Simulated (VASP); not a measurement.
# Cd (Fd-3m) in VASP: a series of runs

The runs below take Cd through single point, with PBE.

Everything below comes from runs of VASP 6.6.1. Logs are shortened: lines on timing, memory, paths and dates and some standing lists are left out, and cuts for length are marked.

## Step 1: The cell of the first run

Symmetry: Fd-3m, No. 227, cubic system. Conventional cell: a = 5.881 Å, b = 5.881 Å, c = 5.881 Å, α = 90.00°, β = 90.00°, γ = 90.00°. Within 3.4 Å of Cd (site symmetry -43m) lie 4 Cd at 2.55 Å.

This isn't the form of Cd at room conditions, which is hcp.

## Step 2: Single point, PBE (25.42 Å³/atom)

Contents of INCAR:

```
SYSTEM = Cd
  PREC = Accurate
  ENCUT = 520
  EDIFF = 1E-6
  ISMEAR = -1
  SIGMA = 0.08
  LREAL = .FALSE.
  LASPH = .TRUE.
  NELM = 60
  ALGO = Normal
  ISIF = 2
  LWAVE = .FALSE.
  LCHARG = .FALSE.
  GGA = PE
  NBANDS = 19
```

Contents of KPOINTS:

```
Automatic mesh
0
G
  12 12 12
  0 0 0
```

Contents of POSCAR:

```
Cd
1.0
    0.0000000000      2.9403756080      2.9403756080
    2.9403756080      0.0000000000      2.9403756080
    2.9403756080      2.9403756080      0.0000000000
Cd
2
Direct
   -0.1250000000     -0.1250000000     -0.1250000000
    0.1250000000      0.1250000000      0.1250000000
```

Potentials or basis: VASP PAW PBE potentials, release 64 (Cd).

On the command line:

```bash
> cat potpaw_PBE.64/Cd/POTCAR > POTCAR
> mpirun -np 1 vasp_std > vasp.out
```

OUTCAR:

```text
SYSTEM = Cd
   PREC = Accurate
   ENCUT = 520
   EDIFF = 1E-6
   ISMEAR = -1
   LREAL = .FALSE.
   LASPH = .TRUE.
   NELM = 60
   ISIF = 2
   GGA = PE

 ion  position               nearest neighbor table
   1  0.875  0.875  0.875-   2 2.55   2 2.55   2 2.55   2 2.55
   2  0.125  0.125  0.125-   1 2.55   1 2.55   1 2.55   1 2.55

  LATTYP: Found a face centered cubic cell.
 ALAT       =     5.8807512160

  Lattice vectors:

 A1 = (   0.0000000000,   2.9403756080,   2.9403756080)
 A2 = (   2.9403756080,   0.0000000000,   2.9403756080)
 A3 = (   2.9403756080,   2.9403756080,   0.0000000000)

Analysis of symmetry for initial positions (statically):
=====================================================================
 Subroutine PRICEL returns:
 Original cell was already a primitive cell.

 Routine SETGRP: Setting up the symmetry group for a
 face centered cubic supercell.

 Subroutine GETGRP returns: Found 48 space group operations
 (whereof 12 operations were pure point group operations)
 out of a pool of 48 trial point group operations.

The static configuration has the point symmetry D_3d.
 The point group associated with its full space group is O_h .

Analysis of symmetry for dynamics (positions and initial velocities):
=====================================================================
 Subroutine PRICEL returns:
 Original cell was already a primitive cell.

 Routine SETGRP: Setting up the symmetry group for a
 face centered cubic supercell.

 Subroutine GETGRP returns: Found 48 space group operations
 (whereof 12 operations were pure point group operations)
 out of a pool of 48 trial point group operations.

The dynamic configuration has the point symmetry D_3d.
 The point group associated with its full space group is O_h .

 Subroutine INISYM returns: Found 48 space group operations
 (whereof 12 operations are pure point group operations),
 and found     1 'primitive' translations

----------------------------------------------------------------------------------------

                                     Primitive cell

  volume of cell :      50.8439

  direct lattice vectors                    reciprocal lattice vectors
     0.000000000  2.940375608  2.940375608    -0.170046302  0.170046302  0.170046302
     2.940375608  0.000000000  2.940375608     0.170046302 -0.170046302  0.170046302
     2.940375608  2.940375608  0.000000000     0.170046302  0.170046302 -0.170046302

  length of vectors
     4.158319063  4.158319063  4.158319063     0.294528836  0.294528836  0.294528836

  position of ions in fractional coordinates (direct lattice)
     0.875000000  0.875000000  0.875000000
     0.125000000  0.125000000  0.125000000

  ion indices of the primitive-cell ions
   primitive index   ion index
                 1           1
                 2           2

----------------------------------------------------------------------------------------

 KPOINTS: Automatic mesh

Automatic generation of k-mesh.
 Grid dimensions read from file:
 generate k-points for:   12   12   12

 Generating k-lattice:

  Cartesian coordinates                     Fractional coordinates (reciprocal lattice)
    -0.014170525  0.014170525  0.014170525     0.083333333  0.000000000  0.000000000
     0.014170525 -0.014170525  0.014170525     0.000000000  0.083333333  0.000000000
     0.014170525  0.014170525 -0.014170525     0.000000000  0.000000000  0.083333333

  Length of vectors
     0.024544070  0.024544070  0.024544070

  Shift w.r.t. Gamma in fractional coordinates (k-lattice)
     0.000000000  0.000000000  0.000000000

 Subroutine IBZKPT returns following result:
 ===========================================

 Found     72 irreducible k-points:

 Following reciprocal coordinates:
            Coordinates               Weight
  0.000000  0.000000  0.000000      1.000000
  0.083333  0.000000  0.000000      8.000000
  0.166667  0.000000  0.000000      8.000000
  0.250000  0.000000  0.000000      8.000000
  0.333333  0.000000  0.000000      8.000000
  0.416667  0.000000  0.000000      8.000000
[... 16 lines left out ...]
  0.500000  0.166667  0.000000     24.000000
 -0.416667  0.166667  0.000000     24.000000
 [... further k-points ...]
   k-points           NKPTS =     72   k-points in BZ     NKDIM =     72   number of bands    NBANDS=     19
   number of dos      NEDOS =    301   number of ions     NIONS =      2
   total plane-waves  NPLWV =  32768
   dimension x,y,z NGX =    32 NGY =   32 NGZ =   32
   dimension x,y,z NGXF=    64 NGYF=   64 NGZF=   64
   ions per type =               2
   NGX,Y,Z   is equivalent  to a cutoff of  12.79, 12.79, 12.79 a.u.
   NGXF,Y,Z  is equivalent  to a cutoff of  25.59, 25.59, 25.59 a.u.
 SYSTEM =  Cd
   PREC   = accura    normal or accurate (medium, high low for compatibility)
   ISTART =      0    job   : 0-new  1-cont  2-samecut
   ICHARG =      2    charge: 1-file 2-atom 10-const
   ISPIN  =      1    spin polarized calculation?
   LNONCOLLINEAR =      F non collinear calculations
   LSORBIT =      F    spin-orbit coupling
   LASPH  =      T    aspherical Exc in radial PAW
   ENCUT  =  520.0 eV  38.22 Ry    6.18 a.u.   7.73  7.73  7.73*2*pi/ulx,y,z
   NELM   =     60;   NELMIN=  2; NELMDL= -5     # of ELM steps
   EDIFF  = 0.1E-05   stopping-criterion for ELM
   LREAL  =      F    real-space projection
   EDIFFG = 0.1E-04   stopping-criterion for IOM
   NSW    =      0    number of steps for IOM
   IBRION =     -1    ionic relax: 0-MD 1-quasi-New 2-CG
   NFREE  =      0    steps in history (QN), initial steepest desc. (CG)
   ISIF   =      2    stress and relaxation
   ISYM   =      2    0-nonsym 1-usesym 2-fastsym
   POTIM  = 0.5000    time-step for ionic-motion
   TEBEG  =    0.0;   TEEND  =   0.0 temperature during run
   PSTRESS=    0.0 pullay stress
   NELECT =      24.0000    total number of electrons
   NUPDOWN=      -1.0000    fix difference up-down
   EMIN   =  10.00;   EMAX   =-10.00  energy-range for DOS
   EFERMI =   0.00;   METHOD = LEGACY
   ISMEAR =    -1;   SIGMA  =   0.08  broadening in eV -4-tet -1-fermi 0-gaus
   EFERMI_NEDOS =   21; number of points for ismear=-14 and -15
   IALGO  =     38    algorithm
   IMIX   =      4    mixing-type and parameters
     AMIX     =   0.40;   BMIX     =  1.00
     AMIX_MAG =   1.60;   BMIX_MAG =  1.00
  volume/ion in A,a.u.               =      25.42       171.56
  Fermi-wavevector in a.u.,A,eV,Ry     =   1.274674  2.408784 22.106659  1.624794
  Thomas-Fermi vector in A             =   2.407429
   LORBIT       =      0    0 simple, 1 ext, 2 COOP (PROOUT), +10 PAW based schemes
   GGA     = PE    functional components
   LHFCALC =     F    Hartree Fock is set to
   AEXX    =    0.0000 exact exchange contribution
   IVDW    =     0    specifies the selected vdW correction
   LEPSILON=     F    determine dielectric tensor
   LRPA    =     F    only Hartree local field effects (RPA)
 non-spin polarized calculation
  energy-cutoff  :      520.00
  volume of cell :       50.84
 maximum number of plane-waves:      1391
   NGX = 15   NGY = 15   NGZ = 15

 number of electron      24.0000012 magnetization

 Free energy of the ion-electron system (eV)
  ---------------------------------------------------
  ext. energy  EPLUGINS =         0.00000000
  ---------------------------------------------------
  free energy    TOTEN  =         0.06857997 eV

  energy without entropy =        0.09113963  energy(sigma->0) =        0.07985980

 E-fermi :   1.7890     XC(G=0):  -9.9216

 val. band max:        1.7876460571   @ k =  -0.4167   0.3333   0.1667
 cond. band min:       1.8001219542   @ k =  -0.3333   0.5000   0.1667
 fundamental gap:      0.0124758971
 Fermi energy:         1.7889807359

 k-point     1 :       0.0000    0.0000    0.0000
  band No.  band energies     occupation
      1      -8.2515      2.00000
      2      -8.2515      2.00000
      3      -8.2515      2.00000
      4      -8.1946      2.00000
      5      -8.1946      2.00000
      6      -6.8926      2.00000
[... 11 lines left out ...]
     18      10.0291      0.00000
     19      10.4472      0.00000

 k-point     2 :       0.0833    0.0000    0.0000
  band No.  band energies     occupation
      1      -8.3071      2.00000
      2      -8.3071      2.00000
      3      -8.2485      2.00000
      4      -8.1246      2.00000
      5      -8.1246      2.00000
      6      -6.9339      2.00000
[... 11 lines left out ...]
     18      10.5897      0.00000
     19      11.3418      0.00000

 k-point     3 :       0.1667    0.0000    0.0000
  band No.  band energies     occupation
      1      -8.3587      2.00000
      2      -8.3587      2.00000
      3      -8.2412      2.00000
      4      -8.0373      2.00000
      5      -8.0373      2.00000
      6      -7.0216      2.00000
[... 11 lines left out ...]
     18      11.1601      0.00000
     19      11.9165      0.00000

 k-point     4 :       0.2500    0.0000    0.0000
  band No.  band energies     occupation
      1      -8.3819      2.00000
      2      -8.3819      2.00000
      3      -8.2327      2.00000
      4      -7.9762      2.00000
      5      -7.9762      2.00000
      6      -7.1191      2.00000
[... 11 lines left out ...]
     18      10.7645      0.00000
     19      12.8207      0.00000

 k-point     5 :       0.3333    0.0000    0.0000
  band No.  band energies     occupation
      1      -8.3797      2.00000
      2      -8.3797      2.00000
      3      -8.2245      2.00000
      4      -7.9555      2.00000
      5      -7.9555      2.00000
      6      -7.2078      2.00000
[... 11 lines left out ...]
     18      10.2105      0.00000
     19      13.8510      0.00000

 k-point     6 :       0.4167    0.0000    0.0000
  band No.  band energies     occupation
      1      -8.3643      2.00000
      2      -8.3643      2.00000
      3      -8.2181      2.00000
      4      -7.9641      2.00000
      5      -7.9641      2.00000
      6      -7.2707      2.00000
[... 11 lines left out ...]
     18       9.7905      0.00000
     19      15.0256      0.00000

 k-point     7 :       0.5000    0.0000    0.0000
  band No.  band energies     occupation
      1      -8.3554      2.00000
      2      -8.3554      2.00000
      3      -8.2155      2.00000
      4      -7.9725      2.00000
      5      -7.9725      2.00000
      6      -7.2935      2.00000
[... 11 lines left out ...]
     18       9.6872      0.00000
     19      15.7352      0.00000

 k-point     8 :       0.0833    0.0833    0.0000
  band No.  band energies     occupation
      1      -8.3496      2.00000
      2      -8.2599      2.00000
      3      -8.2599      2.00000
      4      -8.1648      2.00000
      5      -8.0647      2.00000
      6      -7.0190      2.00000
[... 256 lines left out ...]
 k-point    20 :       0.2500    0.1667    0.0000
  band No.  band energies     occupation
      1      -8.4603      2.00000
      2      -8.3040      2.00000
      3      -8.2856      2.00000
      4      -8.0091      2.00000
      5      -7.7949      2.00000
      6      -7.3682      2.00000
[... 11 lines left out ...]
     18      12.4191      0.00000
     19      13.4897      0.00000

 k-point    21 :       0.3333    0.1667    0.0000
  band No.  band energies     occupation
      1      -8.4805      2.00000
      2      -8.3250      2.00000
      3      -8.2669      2.00000
      4      -7.9445      2.00000
      5      -7.7351      2.00000
      6      -7.4334      2.00000
[... 11 lines left out ...]
     18      12.1735      0.00000
     19      13.1605      0.00000

 k-point    22 :       0.4167    0.1667    0.0000
  band No.  band energies     occupation
      1      -8.4941      2.00000
      2      -8.3458      2.00000
      3      -8.2273      2.00000
      4      -7.8919      2.00000
      5      -7.7350      2.00000
      6      -7.4400      2.00000
[... 11 lines left out ...]
     18      11.6840      0.00000
     19      12.9612      0.00000

 k-point    23 :       0.5000    0.1667    0.0000
  band No.  band energies     occupation
      1      -8.4987      2.00000
      2      -8.3745      2.00000
      3      -8.1738      2.00000
      4      -7.8408      2.00000
      5      -7.7854      2.00000
      6      -7.4188      2.00000
[... 11 lines left out ...]
     18      12.2363      0.00000
     19      13.1367      0.00000

 k-point    24 :      -0.4167    0.1667    0.0000
  band No.  band energies     occupation
      1      -8.4879      2.00000
      2      -8.4114      2.00000
      3      -8.1218      2.00000
      4      -7.8679      2.00000
      5      -7.7874      2.00000
      6      -7.3830      2.00000
[... 11 lines left out ...]
     18      12.9416      0.00000
     19      14.2721      0.00000

 [... further k-points ...]

------------------------ aborting loop because EDIFF is reached ----------------------------------------

  FORCE on cell =-STRESS in cart. coord.  units (eV):
  Direction    XX          YY          ZZ          XY          YZ          ZX
  --------------------------------------------------------------------------------------
  -------------------------------------------------------------------------------------
  Total        5.8644467      5.8644467      5.8644467      0.0000000      0.0000000     -0.0000000
  in kB      184.7988195    184.7988195    184.7988195      0.0000000      0.0000000     -0.0000000
  external PRESSURE =     184.7988195 kB  Pullay stress =       0.0000000 kB

 VOLUME and BASIS-vectors are now :
 -----------------------------------------------------------------------------
  energy-cutoff  :      520.00
  volume of cell :       50.84
      direct lattice vectors                 reciprocal lattice vectors
     0.000000000  2.940375608  2.940375608    -0.170046302  0.170046302  0.170046302
     2.940375608  0.000000000  2.940375608     0.170046302 -0.170046302  0.170046302
     2.940375608  2.940375608  0.000000000     0.170046302  0.170046302 -0.170046302

 POSITION                                       TOTAL-FORCE (eV/Angst)
 -----------------------------------------------------------------------------------
      5.14566      5.14566      5.14566        -0.000000     -0.000000      0.000000
      0.73509      0.73509      0.73509         0.000000      0.000000     -0.000000
 -----------------------------------------------------------------------------------
    total drift:                                0.000000      0.000000     -0.000000

  FREE ENERGIE OF THE ION-ELECTRON SYSTEM (eV)
  ---------------------------------------------------
  free  energy   TOTEN  =         0.0685799747 eV

  energy  without entropy=        0.0911396263  energy(sigma->0) =        0.07985980
```

Run time: 56 s. Hardware: 1 thread of Intel Xeon Platinum 8259CL at 2.50GHz (Skylake/Cascade Lake), shared host; peak memory 0.2 GiB.

Results:

* Free energy: 0.0686 eV
* Pressure: 18.5 GPa
* Band gap on the k mesh: zero (bands 12 and 13 overlap by 7.17 eV)

Caveat: the cell stands under pressure.

[end of part 1 of 2]

The gap in the log of VASP goes by the Fermi energy; the results here count the filled bands.